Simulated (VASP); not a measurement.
# CrC5 (P-3m1) in VASP: notebook

CrC5 is run at these levels: PBE; tasks: single point.

Program: VASP 6.6.1. These are calculated values, not measurements. Logs are shortened: lines on timing, memory, paths and dates and some standing lists are left out, and cuts for length are marked.

## (1) The cell of the first run

It takes space group P-3m1 (No. 164, trigonal). Conventional cell: a = 2.495 Å, b = 2.495 Å, c = 22.545 Å, α = 90.00°, β = 90.00°, γ = 120.00°. Within 3.2 Å of Cr (site symmetry 3m) lie 6 C at 2.43 to 2.44 Å and 9 Cr at 2.49 to 2.52 Å. Within 1.9 Å of C (site symmetry 3m) lie 3 C at 1.44 Å. C (site symmetry 3m) has 3 C at 1.44 Å within 1.9 Å. Within 1.9 Å of C (site symmetry 3m) lie 3 C at 1.44 Å. Within 1.9 Å of C (site symmetry 3m) lie 3 C at 1.44 Å. Within 1.9 Å of C (site symmetry 3m) lie 3 C at 1.44 Å.

## (2) Single point, PBE, collinear spin, ferromagnetic start

Input file INCAR:

```
ALGO     = Normal         # electronic algorithm
EDIFF    = 1E-6           # SCF threshold, eV
ENCUT    = 520            # plane-wave cutoff, eV
GGA      = PE             # functional
ISIF     = 2              # what is computed and relaxed
ISMEAR   = 0              # smearing method
ISPIN    = 2              # spin polarisation
LASPH    = True           # aspherical terms in the spheres
LCHARG   = False          # write CHGCAR
LMAXMIX  = 4              # l up to which the mixer works
LORBIT   = 11             # projections on sites
LREAL    = False          # projectors in reciprocal space
LWAVE    = False          # write WAVECAR
MAGMOM   = 0.46 0.46 0 0 0 0 0 0 0 0 0 0 # initial moments
NBANDS   = 48             # bands
NELM     = 150            # most SCF steps
PREC     = Accurate       # precision mode
SIGMA    = 0.1            # smearing width, eV
```

Input file KPOINTS:

```
k-points
0
Gamma
  12 12 2
```

Input file POSCAR:

```
CrC5
1.0
    2.4949387846      0.0000000000      0.0000000000
   -1.2474693923      2.1606803684      0.0000000000
    0.0000000000      0.0000000000     22.5448918397
Cr C
2 10
Direct
    0.6666666667      0.3333333333      0.5459655070
    0.3333333333      0.6666666667      0.4540344930
    0.0000000000      0.0000000000      0.8137974917
    0.6666666667      0.3333333333      0.8137853839
    0.3333333333      0.6666666667      1.0000109821
    0.6666666667      0.3333333333     -0.0000109821
    0.0000000000      0.0000000000      0.1862025083
    0.3333333333      0.6666666667      0.1862146161
    0.0000000000      0.0000000000      0.6334282575
    0.3333333333      0.6666666667      0.6329927527
    0.0000000000      0.0000000000      0.3665717425
    0.6666666667      0.3333333333      0.3670072473
```

Potentials or basis: VASP PAW PBE potentials, release 64 (Cr_pv, C).

Started as:

```console
cat potpaw_PBE.64/Cr_pv/POTCAR potpaw_PBE.64/C/POTCAR > POTCAR
mpirun -np 1 vasp_std > vasp.out
```

OUTCAR:

```text
EDIFF = 1E-6
   ENCUT = 520
   GGA = PE
   ISIF = 2
   ISMEAR = 0
   ISPIN = 2
   LASPH = True
   LORBIT = 11
   LREAL = False
   NELM = 150
   PREC = Accurate

 ion  position               nearest neighbor table
   1  0.667  0.333  0.546-  10 2.43  10 2.43  10 2.43   9 2.44   9 2.44   9 2.44   2 2.52   2 2.52
                             2 2.52
   2  0.333  0.667  0.454-  12 2.43  12 2.43  12 2.43  11 2.44  11 2.44  11 2.44   1 2.52   1 2.52
                             1 2.52
   3  0.000  0.000  0.814-   4 1.44   4 1.44   4 1.44
   4  0.667  0.333  0.814-   3 1.44   3 1.44   3 1.44
   5  0.333  0.667  0.000-   6 1.44   6 1.44   6 1.44
   6  0.667  0.333  1.000-   5 1.44   5 1.44   5 1.44
   7  0.000  0.000  0.186-   8 1.44   8 1.44   8 1.44
   8  0.333  0.667  0.186-   7 1.44   7 1.44   7 1.44
   9  0.000  0.000  0.633-  10 1.44  10 1.44  10 1.44   1 2.44   1 2.44   1 2.44
  10  0.333  0.667  0.633-   9 1.44   9 1.44   9 1.44   1 2.43   1 2.43   1 2.43
  11  0.000  0.000  0.367-  12 1.44  12 1.44  12 1.44   2 2.44   2 2.44   2 2.44
  12  0.667  0.333  0.367-  11 1.44  11 1.44  11 1.44   2 2.43   2 2.43   2 2.43

  LATTYP: Found a hexagonal cell.
 ALAT       =     2.4949387846
 C/A-ratio  =     9.0362505000

  Lattice vectors:

 A1 = (   2.4949387846,   0.0000000000,   0.0000000000)
 A2 = (  -1.2474693923,   2.1606803684,   0.0000000000)
 A3 = (   0.0000000000,   0.0000000000,  22.5448918397)

Analysis of symmetry for initial positions (statically):
=====================================================================
 Subroutine PRICEL returns:
 Original cell was already a primitive cell.

 Routine SETGRP: Setting up the symmetry group for a
 hexagonal supercell.

 Subroutine GETGRP returns: Found 12 space group operations
 (whereof 12 operations were pure point group operations)
 out of a pool of 24 trial point group operations.

The static configuration has the point symmetry D_3d.

Analysis of symmetry for dynamics (positions and initial velocities):
=====================================================================
 Subroutine PRICEL returns:
 Original cell was already a primitive cell.

 Routine SETGRP: Setting up the symmetry group for a
 hexagonal supercell.

 Subroutine GETGRP returns: Found 12 space group operations
 (whereof 12 operations were pure point group operations)
 out of a pool of 24 trial point group operations.

The dynamic configuration has the point symmetry D_3d.

Analysis of structural, dynamic, and magnetic symmetry:
=====================================================================
 Subroutine PRICEL returns:
 Original cell was already a primitive cell.

 Routine SETGRP: Setting up the symmetry group for a
 hexagonal supercell.

 Subroutine GETGRP returns: Found 12 space group operations
 (whereof 12 operations were pure point group operations)
 out of a pool of 24 trial point group operations.

The overall configuration has the point symmetry D_3d.

 Subroutine INISYM returns: Found 12 space group operations
 (whereof 12 operations are pure point group operations),
 and found     1 'primitive' translations

----------------------------------------------------------------------------------------

                                     Primitive cell

  volume of cell :     121.5342

  direct lattice vectors                    reciprocal lattice vectors
     2.494938785  0.000000000  0.000000000     0.400811437  0.231408591  0.000000000
    -1.247469392  2.160680368  0.000000000     0.000000000  0.462817182  0.000000000
     0.000000000  0.000000000 22.544891840     0.000000000  0.000000000  0.044355946

  length of vectors
     2.494938785  2.494938785 22.544891840     0.462817182  0.462817182  0.044355946

  position of ions in fractional coordinates (direct lattice)
     0.666666667  0.333333333  0.545965507
     0.333333333  0.666666667  0.454034493
     0.000000000  0.000000000  0.813797492
     0.666666667  0.333333333  0.813785384
     0.333333333  0.666666667  0.000010982
     0.666666667  0.333333333  0.999989018
[... 50 lines left out ...]
      3     -37.2887      1.00000
      4     -37.2887      1.00000
      5     -37.2306      1.00000
      6     -37.2306      1.00000
[... 1117 lines left out ...]
     43      10.6799      0.00000
     44      11.1525      0.00000

 [... further k-points ...]

 spin component 2

 k-point     1 :       0.0000    0.0000    0.0000
  band No.  band energies     occupation
      1     -37.4580      1.00000
      2     -36.9725      1.00000
      3     -36.7877      1.00000
      4     -36.7877      1.00000
      5     -36.7297      1.00000
      6     -36.7297      1.00000
[... 1117 lines left out ...]
     43      10.7553      0.00000
     44      11.1680      0.00000

 [... further k-points ...]

 [bands above 44 left out]

------------------------ aborting loop because EDIFF is reached ----------------------------------------

  FORCE on cell =-STRESS in cart. coord.  units (eV):
  Direction    XX          YY          ZZ          XY          YZ          ZX
  --------------------------------------------------------------------------------------
  -------------------------------------------------------------------------------------
  Total        0.3247957      0.3247957     -0.0078925      0.0000000      0.0000000      0.0000000
  in kB        4.2817601      4.2817601     -0.1040463      0.0000000      0.0000000      0.0000000
  external PRESSURE =       2.8198246 kB  Pullay stress =       0.0000000 kB

 VOLUME and BASIS-vectors are now :
 -----------------------------------------------------------------------------
  energy-cutoff  :      520.00
  volume of cell :      121.53
      direct lattice vectors                 reciprocal lattice vectors
     2.494938785  0.000000000  0.000000000     0.400811437  0.231408591  0.000000000
    -1.247469392  2.160680368  0.000000000     0.000000000  0.462817182  0.000000000
     0.000000000  0.000000000 22.544891840     0.000000000  0.000000000  0.044355946

 POSITION                                       TOTAL-FORCE (eV/Angst)
 -----------------------------------------------------------------------------------
      1.24747      0.72023     12.30873         0.000000     -0.000000     -0.021460
     -0.00000      1.44045     10.23616        -0.000000      0.000000      0.021460
      0.00000      0.00000     18.34698         0.000000     -0.000000     -0.006262
      1.24747      0.72023     18.34670         0.000000      0.000000      0.006210
     -0.00000      1.44045      0.00025         0.000000     -0.000000     -0.004885
      1.24747      0.72023     22.54464         0.000000      0.000000      0.004885
      0.00000      0.00000      4.19792        -0.000000      0.000000      0.006262
     -0.00000      1.44045      4.19819         0.000000     -0.000000     -0.006210
      0.00000      0.00000     14.28057         0.000000     -0.000000      0.006707
     -0.00000      1.44045     14.27075        -0.000000     -0.000000      0.008788
      0.00000      0.00000      8.26432        -0.000000      0.000000     -0.006707
      1.24747      0.72023      8.27414         0.000000      0.000000     -0.008788
 -----------------------------------------------------------------------------------
    total drift:                                0.000000     -0.000000      0.000000

  FREE ENERGIE OF THE ION-ELECTRON SYSTEM (eV)
  ---------------------------------------------------
  free  energy   TOTEN  =      -108.4307857591 eV

  energy  without entropy=     -108.4146769366  energy(sigma->0) =     -108.42273135

 total charge

# of ion       s       p       d       tot
------------------------------------------
    1        0.390   6.339   4.381  11.110
    2        0.390   6.339   4.381  11.110
    3        0.854   1.754   0.000   2.608
    4        0.854   1.753   0.000   2.607
    5        0.854   1.752   0.000   2.607
    6        0.854   1.752   0.000   2.607
    7        0.854   1.754   0.000   2.608
    8        0.854   1.753   0.000   2.607
    9        0.847   1.781   0.000   2.627
   10        0.846   1.780   0.000   2.626
   11        0.847   1.781   0.000   2.627
   12        0.846   1.780   0.000   2.626
--------------------------------------------------
tot          9.290  30.317   8.763  48.370

 magnetization (x)

# of ion       s       p       d       tot
------------------------------------------
    1        0.001   0.004   0.505   0.510
    2        0.001   0.004   0.505   0.510
    3       -0.000  -0.000   0.000  -0.000
    4        0.000   0.000   0.000   0.000
    5        0.000  -0.000   0.000  -0.000
    6        0.000  -0.000   0.000  -0.000
    7       -0.000  -0.000   0.000  -0.000
    8        0.000   0.000   0.000   0.000
    9        0.001   0.006   0.000   0.007
   10       -0.000  -0.009   0.000  -0.010
   11        0.001   0.006   0.000   0.007
   12       -0.000  -0.009   0.000  -0.010
--------------------------------------------------
tot          0.003   0.000   1.011   1.014
```

It took 14 min on 1 thread of Intel Xeon Platinum 8488C (Sapphire Rapids), shared host; peak memory 0.47 GiB.

What came out:

```yaml
Free_energy: -108.4308 eV
Pressure: 0.3 GPa
Largest_force: 0.021 eV/Å
Net_moment: 1.05 μB per cell
Site_moments: Cr +0.51; C -0.00, +0.00, +0.01, -0.01 (each value once) μB
Valence_electrons_inside_the_program's_atomic_spheres: Cr 11.11; C 2.61, 2.63 (each value once)
```

Forces on the atoms (eV/Å):
```
Cr   0.000  0.000 -0.021
Cr   0.000  0.000  0.021
C    0.000  0.000 -0.006
C    0.000  0.000  0.006
C    0.000  0.000 -0.005
C    0.000  0.000  0.005
C    0.000  0.000  0.006
C    0.000  0.000 -0.006
C    0.000  0.000  0.007
C    0.000  0.000  0.009
C    0.000  0.000 -0.007
C    0.000  0.000 -0.009
```

Levels at points of the mesh, in eV from the Fermi level:
Spin up:
```
           k point  band 29  band 30  band 31  band 32  band 33  band 34  band 35  band 36  band 37  band 38
(0.00, 0.00, 0.00)    -1.35    -0.86    -0.86    -0.69    -0.69     0.58     0.58     1.25     1.25     3.15
(0.50, 0.00, 0.00)    -2.27    -1.20    -0.74    -0.36    -0.15     1.19     1.51     1.59     1.68     1.78
(0.00, 0.00, 0.50)    -1.35    -0.86    -0.86    -0.69    -0.69     0.58     0.58     1.25     1.25     2.98
(0.50, 0.00, 0.50)    -2.27    -1.20    -0.74    -0.36    -0.15     1.19     1.53     1.55     1.70     1.77
```
Spin down:
```
           k point  band 28  band 29  band 30  band 31  band 32  band 33  band 34  band 35
(0.00, 0.00, 0.00)    -3.07    -1.10    -0.46    -0.46    -0.28    -0.28     1.23     1.23
(0.50, 0.00, 0.00)    -2.28    -2.23    -0.89    -0.64     0.02     0.28     1.52     1.59
(0.00, 0.00, 0.50)    -3.07    -1.10    -0.46    -0.46    -0.28    -0.28     1.23     1.23
(0.50, 0.00, 0.50)    -2.27    -2.24    -0.89    -0.64     0.02     0.28     1.53     1.58
```

Caveat: this functional lacks dispersion, which binds the layers, so the pressure and a relaxed spacing across them are unreliable.

## (3) Single point, PBE, collinear spin, ferromagnetic start

This run uses another cell than the first one, of 9.88 Å³/atom.

Input file INCAR:

```
SYSTEM = CrC5
PREC = Accurate
ENCUT = 520
EDIFF = 1E-7
ISMEAR = 0
SIGMA = 0.2
LREAL = .FALSE.
LASPH = .TRUE.
NELM = 150
ALGO = Normal
ISIF = 2
LWAVE = .FALSE.
LCHARG = .TRUE.
ISPIN = 2
MAGMOM = 3 3 0 0 0 0 0 0 0 0 0 0
LORBIT = 11
LMAXMIX = 4
GGA = PE
LELF = .TRUE.
LVHAR = .TRUE.
NBANDS = 48
```

Input file KPOINTS:

```
Automatic mesh
0
G
  7 7 1
  0 0 0
```

Input file POSCAR:

```
CrC5
1.0
    2.4958676018     -0.0000000027      0.0000000000
   -1.2479337986      2.1614847490      0.0000000000
    0.0000000000      0.0000000000     21.9874097107
Cr C
2 10
Direct
    0.6666666667      0.3333333333      0.5471352027
    0.3333333333      0.6666666667      0.4528647973
    0.0000000000      0.0000000000      0.8176868465
    0.6666666667      0.3333333333      0.8176578314
    0.3333333333      0.6666666667     -0.0000342213
    0.6666666667      0.3333333333      0.0000342213
    0.0000000000      0.0000000000      0.1823131535
    0.3333333333      0.6666666667      0.1823421686
    0.0000000000      0.0000000000      0.6363465552
    0.3333333333      0.6666666667      0.6362083237
    0.0000000000      0.0000000000      0.3636534448
    0.6666666667      0.3333333333      0.3637916763
```

Potentials or basis: VASP PAW PBE potentials, release 64 (Cr_pv, C).

Started as:

```console
cat potpaw_PBE.64/Cr_pv/POTCAR potpaw_PBE.64/C/POTCAR > POTCAR
mpirun -np 1 vasp_std > vasp.out
```

Wall time 3.2 min (1 thread of Intel Xeon Platinum 8488C (Sapphire Rapids), shared host); peak memory 0.32 GiB.

Results (log left out):

- Free energy: -108.4759 eV
- Pressure: 0.3 GPa
- Largest force: 0.026 eV/Å
- Net moment: 1.07 μB per cell
- Site moments: Cr +0.53; C -0.00, +0.00, -0.01 (each value once) μB
- Valence electrons inside the program's atomic spheres: Cr 11.11; C 2.60, 2.63 (each value once)

Forces on the atoms (eV/Å):
```
Cr   0.000  0.000 -0.023
Cr   0.000  0.000  0.023
C    0.000  0.000 -0.010
C    0.000  0.000  0.010
C    0.000  0.000  0.026
C    0.000  0.000 -0.026
C    0.000  0.000  0.010
C    0.000  0.000 -0.010
C    0.000  0.000  0.008
C    0.000  0.000 -0.004
C    0.000  0.000 -0.008
C    0.000  0.000  0.004
```

Stress tensor (GPa, compression positive):
```
0.37 0.00 0.00
0.00 0.37 0.00
0.00 0.00 0.19
```

Levels at points of the mesh, in eV from the Fermi level:
Spin up:
| k point | band 29 | band 30 | band 31 | band 32 | band 33 | band 34 | band 35 | band 36 | band 37 | band 38 |
| --- | --- | --- | --- | --- | --- | --- | --- | --- | --- | --- |
| (0.00, 0.00, 0.00) | -1.34 | -0.86 | -0.86 | -0.70 | -0.70 | 0.59 | 0.59 | 1.25 | 1.25 | 2.58 |
Spin down:
```tsv
k point	band 27	band 28	band 29	band 30	band 31	band 32	band 33	band 34	band 35	band 36
(0.00, 0.00, 0.00)	-4.05	-4.04	-1.08	-0.44	-0.44	-0.25	-0.25	1.23	1.23	1.91
```

Caveat: the k points lie up to 0.42 Å⁻¹ apart; this functional lacks dispersion, which binds the layers, so the pressure and a relaxed spacing across them are unreliable.

## (4) Single point, PBE, collinear spin, ferromagnetic start

Input file INCAR:

```
SYSTEM = CrC5
  PREC = Accurate
  ENCUT = 520
  EDIFF = 1E-6
  ISMEAR = 0
  SIGMA = 0.2
  LREAL = .FALSE.
  LASPH = .TRUE.
  NELM = 150
  ALGO = Normal
  ISIF = 2
  LWAVE = .FALSE.
  LCHARG = .FALSE.
  ISPIN = 2
  MAGMOM = 0.53 0.53 0 0 0 0 0 0 0 0 0 0
  LORBIT = 11
  LMAXMIX = 4
  GGA = PE
  NBANDS = 48
```

Input file KPOINTS:

```
Automatic mesh
0
G
  12 12 1
  0 0 0
```

Input file POSCAR:

```
CrC5
1.0
    2.4949387846      0.0000000000      0.0000000000
   -1.2474693923      2.1606803684      0.0000000000
    0.0000000000      0.0000000000     22.5448918397
Cr C
2 10
Direct
    0.6666666667      0.3333333333      0.5459655070
    0.3333333333      0.6666666667      0.4540344930
    0.0000000000      0.0000000000      0.8137974917
    0.6666666667      0.3333333333      0.8137853839
    0.3333333333      0.6666666667      0.0000109821
    0.6666666667      0.3333333333      0.9999890179
    0.0000000000      1.0000000000      0.1862025083
    0.3333333333      0.6666666667      0.1862146161
    0.0000000000      0.0000000000      0.6334282575
    0.3333333333      0.6666666667      0.6329927527
    0.0000000000      0.0000000000      0.3665717425
    0.6666666667      0.3333333333      0.3670072473
```

Started as:

```console
cat potpaw_PBE.64/Cr_pv/POTCAR potpaw_PBE.64/C/POTCAR > POTCAR
mpirun -np 1 vasp_std > vasp.out
```

Wall time 6.2 min (1 thread of Intel Xeon Platinum 8488C (Sapphire Rapids), shared host); peak memory 0.37 GiB.

The run converged. Its results:

```
Free energy                                           : -108.4594 eV
Pressure                                              : 0.2 GPa
Largest force                                         : 0.028 eV/Å
Net moment                                            : 0.85 μB per cell
Site moments                                          : Cr +0.41; C +0.00, -0.00, +0.01, -0.01 (each value once) μB
Valence electrons inside the program's atomic spheres : Cr 11.11; C 2.61, 2.63 (each value once)
```

Forces on the atoms (eV/Å):
```
Cr   0.000  0.000 -0.019
Cr   0.000  0.000  0.019
C    0.000  0.000 -0.006
C    0.000  0.000  0.005
C    0.000  0.000 -0.006
C    0.000  0.000  0.006
C    0.000  0.000  0.006
C    0.000  0.000 -0.005
C    0.000  0.000  0.028
C    0.000  0.000  0.014
C    0.000  0.000 -0.028
C    0.000  0.000 -0.014
```

Stress tensor (GPa, compression positive):
```
0.23 0.00 0.00
0.00 0.23 0.00
0.00 0.00 0.14
```

Levels at points of the mesh, in eV from the Fermi level:
Spin up:
```tsv
k point	band 29	band 30	band 31	band 32	band 33	band 34	band 35	band 36	band 37	band 38
(0.00, 0.00, 0.00)	-1.32	-0.81	-0.81	-0.65	-0.65	0.65	0.65	1.32	1.32	3.15
(0.50, 0.00, 0.00)	-2.29	-1.16	-0.73	-0.30	-0.13	1.26	1.48	1.55	1.67	1.80
```
Spin down:
| k point | band 29 | band 30 | band 31 | band 32 | band 33 | band 34 |
| --- | --- | --- | --- | --- | --- | --- |
| (0.00, 0.00, 0.00) | -1.11 | -0.50 | -0.50 | -0.32 | -0.32 | 1.17 |
| (0.50, 0.00, 0.00) | -2.26 | -0.91 | -0.64 | 0.01 | 0.22 | 1.49 |

Caveat: this functional lacks dispersion, which binds the layers, so the pressure and a relaxed spacing across them are unreliable.

## (5) The runs side by side

```csv
cell,k mesh,smearing,gap on the mesh (eV),pressure (GPa),moment (μB),largest force (eV/Å)
"a = 2.495, b = 2.495, c = 22.545 Å, angles 90.0, 90.0, 120.0°, 12 atoms, atomic positions A",12 × 12 × 2,gaussian 0.1 eV,none,0.3,1.05,0.02
"a = 2.496, b = 2.496, c = 21.987 Å, angles 90.0, 90.0, 120.0°, 12 atoms, atomic positions B",7 × 7 × 1,gaussian 0.2 eV,none,0.3,1.07,0.03
"a = 2.495, b = 2.495, c = 22.545 Å, angles 90.0, 90.0, 120.0°, 12 atoms, atomic positions A",12 × 12 × 1,gaussian 0.2 eV,none,0.2,0.85,0.03
```

Alike in all rows: task single point; level PBE; potentials or basis VASP PAW PBE potentials, release 64 (Cr_pv, C); spin collinear, ferromagnetic start; cutoff (eV) 520.

Caveats: some runs use coarse meshes; this functional lacks dispersion, which binds the layers, so the pressure and a relaxed spacing across them are unreliable.

Total energies depend on the potentials used, so only differences within one code and one set of settings carry meaning.
